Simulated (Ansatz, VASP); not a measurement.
# One calculation of RbGa3Te2, two programs

Contents of INCAR:

```
PREC = Accurate ; ENCUT = 600
EDIFF = 1E-6 ; ISMEAR = 0
SIGMA = 0.1 ; LREAL = False
LASPH = True ; NELM = 100
ALGO = Fast ; ISIF = 3
LWAVE = False ; LCHARG = False
GGA = PE ; IBRION = 2
NSW = 90 ; EDIFFG = -0.04
```

The input KPOINTS:

```
regular mesh
0
Gamma
  4 4 4
```

File POSCAR:

```
RbGa3Te2
1.0
    4.9966661600      0.0000000000      0.0000000000
    0.0000000000      4.9966661600      0.0000000000
    0.0000000000      0.0000000000      7.1889657700
Rb Ga Te
1 3 2
Direct
    0.0000000000      0.0000000000      0.5000000000
    0.0000000000      0.5000000000      0.0000000000
    0.5000000000      0.0000000000      0.0000000000
    0.5000000000      0.5000000000      0.0000000000
    0.5000000000      0.5000000000      0.7074301600
    0.5000000000      0.5000000000      0.2925698400
```

Input for Ansatz:

```yaml
crystal:
  lattice:
    - [4.99666616, 0.0, 0.0]
    - [0.0, 4.99666616, 0.0]
    - [0.0, 0.0, 7.18896577]
  atoms:
    - { symbol: Rb, position: [0.0, 0.0, 0.5] }
    - { symbol: Ga, position: [0.0, 0.5, 0.0] }
    - { symbol: Ga, position: [0.5, 0.0, 0.0] }
    - { symbol: Ga, position: [0.5, 0.5, 0.0] }
    - { symbol: Te, position: [0.5, 0.5, 0.70743016] }
    - { symbol: Te, position: [0.5, 0.5, 0.29256984] }
basis:
  ecutwfc: 420
kpoints:
  mp_grid: { grid: [4, 4, 4] }
hamiltonian:
  xc: pbe
scf:
  occupations: { method: gaussian, width: 0.1 }
  lower_state_search: "off"
output:
  forces: true
  stress: true
  eigenvalues: true
relax:
  adjacent_minimum: "off"
  f_tol: 0.04
  max_steps: 70
  cell: { stress_tol: 0.4 }
```

Alike in both runs: task relaxation of cell and atoms; functional PBE; k mesh 4 × 4 × 4; occupations gaussian, width 0.1 eV; no spin polarisation.

```csv
,VASP,Ansatz
version,VASP 6.6.1,Ansatz 0.2.0
potentials or method,"VASP PAW PBE potentials, release 64 (Rb_sv, Ga_d, Te), cutoff 600 eV","scalar-relativistic, plane waves, PAW"
valence electrons in the cell,60,80
```

```csv
,VASP,Ansatz,Ansatz less VASP
"gap on the k mesh at the Fermi level, each at its own relaxed structure (eV)",none,none,-
relaxed volume (Å³/atom),36.73,36.67,-0.062
relaxed length of the cell vector where the two differ most in proportion (Å),8.562,8.551,-0.0110
```

A gap of «none» marks a metal or a gap that the smearing closes. VASP's potentials hold 60 valence electrons a cell and Ansatz's 80, so a difference there can come from the potentials and not from the codes.

Spin-orbit coupling is off throughout. Noted on VASP's run: the volume moved by over 15 % at a fixed basis, so the end points are rough.
